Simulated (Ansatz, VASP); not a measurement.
NbRu in VASP and in Ansatz

```
CELL_PARAMETERS angstrom
3.18400 0.00000 0.00000
0.00000 3.18400 0.00000
0.00000 0.00000 3.18400
ATOMIC_POSITIONS crystal
Nb 0.00000 0.00000 0.00000
Ru 0.50000 0.50000 0.50000
```

Alike in both runs: task single point; functional LDA; k mesh 6 × 6 × 6; occupations gaussian, width 0.1 eV; no spin polarisation.

|  | VASP | Ansatz |
| --- | --- | --- |
| version | VASP 6.6.1 | Ansatz 0.2.0 |
| potentials or method | VASP PAW LDA potentials, release 64 (Nb_sv, Ru_pv), cutoff 500 eV | scalar-relativistic, plane waves, PAW |
| valence electrons in the cell | 27 | 29 |

```csv
,VASP,Ansatz,Ansatz less VASP
gap on the k mesh at the Fermi level (eV),none,none,-
pressure (GPa),-13.6,-13.9,-0.23
```

LDA's correlation is that of Perdew and Zunger in VASP and of Perdew and Wang (1992) in Ansatz. A gap of «none» marks a metal or a gap that the smearing closes. VASP's potentials hold 27 valence electrons a cell and Ansatz's 29, so a difference there can come from the potentials and not from the codes.
